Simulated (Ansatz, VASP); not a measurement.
## One calculation of W, two programs

File INCAR:

```
SYSTEM = W
PREC = Accurate
ENCUT = 500
EDIFF = 1E-6
ISMEAR = -1
SIGMA = 0.05
LREAL = .FALSE.
LASPH = .TRUE.
NELM = 120
ALGO = Normal
ISIF = 2
LWAVE = .FALSE.
LCHARG = .TRUE.
GGA = PS
LELF = .TRUE.
LVHAR = .TRUE.
NBANDS = 13
GGA_COMPAT = .FALSE.
```

KPOINTS

```
Automatic mesh
0
G
  14 14 14
  0 0 0
```

POSCAR

```
W
1.0
   -0.0203000000      2.0198500000      2.0198500000
    2.0198500000     -0.0203000000      2.0198500000
    2.0198500000      2.0198500000     -0.0203000000
W
1
Direct
    0.0000000000      0.0000000000      0.0000000000
```

Input for Ansatz:

```yaml
crystal:
  lattice:
    - [-0.0203, 2.01985, 2.01985]
    - [2.01985, -0.0203, 2.01985]
    - [2.01985, 2.01985, -0.0203]
  atoms:
    - { symbol: W, position: [0.0, 0.0, 0.0] }
kpoints:
  mp_grid: { grid: [14, 14, 14] }
  band_path:
    path:
      - [0.0, 0.0, 0.0]
      - [0.5, 0.5, 0.5]
      - [0.2525443832, 0.5, 0.7474556168]
      - [-0.2525443832, 0.2525443832, 0.5]
      - [0.0, 0.0, 0.5]
      - [0.0, 0.0, 0.0]
      - [-0.3762721916, 0.0, 0.3762721916]
      - [0.0, 0.3762721916, 0.6237278084]
      - [0.0, 0.5, 0.5]
    npoints: 5
scf:
  occupations: { method: fermi_dirac, width: 0.05 }
hamiltonian:
  xc: pbesol
  pseudopotentials: { kind: all_electron, lapw: { basis_error: 0.001 } }
output:
  forces: true
  stress: true
  eigenvalues: true
```

Change from the starting cell: equal xy, yz and zx shear strains of -1 %.

Alike in both runs: task single point; functional PBEsol; k mesh 14 × 14 × 14; occupations fermi-dirac, width 0.05 eV; no spin polarisation.

|  | VASP | Ansatz |
| --- | --- | --- |
| version | VASP 6.6.1 | Ansatz 0.2.0 |
| potentials or method | VASP PAW PBE potentials, release 64 (W_sv), cutoff 500 eV | all-electron LAPW, scalar-relativistic |

```csv
,VASP,Ansatz,Ansatz less VASP
pressure (GPa),-12.1,-12.4,-0.33
"traceless stress, the component that is largest in VASP (GPa)",-1.68,-1.66,+0.025
```

VASP's potentials were made for PBE, not for PBEsol. Ansatz ran all-electron here, and VASP with PAW potentials.

Neither program's run includes spin-orbit coupling.
